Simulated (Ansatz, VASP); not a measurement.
**One calculation of AlN, two programs**

File INCAR:

```
ALGO = Normal
EDIFF = 1E-6
ENCUT = 520
GGA = PS
ISIF = 2
ISMEAR = 0
LASPH = True
LCHARG = False
LREAL = False
LWAVE = False
NBANDS = 16
NELM = 60
PREC = Accurate
SIGMA = 0.05
```

Contents of KPOINTS:

```
k-points
0
Gamma
  9 9 6
```

The input POSCAR:

```
AlN
1.0
    3.3212000000      0.0000000000      0.0000000000
   -1.6606000000      2.8762435710      0.0000000000
    0.0000000000      0.0000000000      3.9744000000
Al N
2 2
Direct
    0.3333333333      0.6666666667      0.7500000000
    0.6666666667      0.3333333333      0.2500000000
    0.3333333333      0.6666666667      0.2500000000
    0.6666666667      0.3333333333      0.7500000000
```

Input for Ansatz:

```yaml
crystal:
  lattice:
    - [3.3212, 0.0, 0.0]
    - [-1.6606, 2.876243571, 0.0]
    - [0.0, 0.0, 3.9744]
  atoms:
    - { symbol: Al, position: [0.3333333333, 0.6666666667, 0.75] }
    - { symbol: Al, position: [0.6666666667, 0.3333333333, 0.25] }
    - { symbol: "N", position: [0.3333333333, 0.6666666667, 0.25] }
    - { symbol: "N", position: [0.6666666667, 0.3333333333, 0.75] }
basis:
  ecutwfc: 520.0
kpoints:
  mp_grid: { grid: [9, 9, 6] }
hamiltonian:
  xc: pbesol
  pseudopotentials: { kind: paw, azcp: { folder: soft_1 } }
scf:
  occupations: { method: gaussian, width: 0.05 }
output:
  forces: true
  stress: true
  eigenvalues: true
```

Alike in both runs: task single point; functional PBEsol; k mesh 9 × 9 × 6; occupations gaussian, width 0.05 eV; no spin polarisation.

|  | VASP | Ansatz |
| --- | --- | --- |
| version | VASP 6.6.1 | Ansatz 0.2.0 |
| potentials or method | VASP PAW PBE potentials, release 64 (Al, N), cutoff 520 eV | scalar-relativistic, plane waves, PAW |
| valence electrons in the cell | 16 | 16 |

VASP gave:

* gap on the k mesh at the Fermi level (eV): 3.66
* least direct gap on the mesh (eV): 3.66
* pressure (GPa): 6.4
* traceless stress, the component that is largest in VASP (GPa): 7.47

Task: What did Ansatz give for the same quantities?

Result: gap on the k mesh at the Fermi level (eV): 3.65; least direct gap on the mesh (eV): 3.65; pressure (GPa): 6.3; traceless stress, the component that is largest in VASP (GPa): 7.38.

VASP's potentials were made for PBE, not for PBEsol, and Ansatz warns of the same on its side.
